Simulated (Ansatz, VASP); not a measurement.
One calculation of BP, two programs

```
B P
1.0
     0.00000    2.26832    2.26832
     2.26832    0.00000    2.26832
     2.26832    2.26832    0.00000
B P
1 1
Direct
  0.00000 0.00000 0.00000
  0.25000 0.25000 0.25000
```

Alike in both runs: task single point; functional HSE06; k mesh 4 × 4 × 4; no spin polarisation.

|  | VASP | Ansatz |
| --- | --- | --- |
| version | VASP 6.6.1 | Ansatz 0.2.0 |
| potentials or method | VASP PAW PBE potentials, release 64 (B, P) | plane waves, PAW |
| plane-wave cutoff (eV) | 520 | 420 |
| occupations | gaussian, width 0.01 eV | fixed |
| valence electrons in the cell | 8 | 8 |

Ansatz gave:

| Quantity | Value |
| --- | --- |
| gap on the k mesh at the Fermi level (eV) | 2.09 |
| pressure (GPa) | -0.3 |

Problem. What did VASP give for the same quantities?

Solution. gap on the k mesh at the Fermi level (eV): 2.09; pressure (GPa): -0.9.

Ansatz's warnings: stress exchange threshold loose, stress scf threshold loose.

The k mesh is coarse, so the values compare programs but aren't converged.
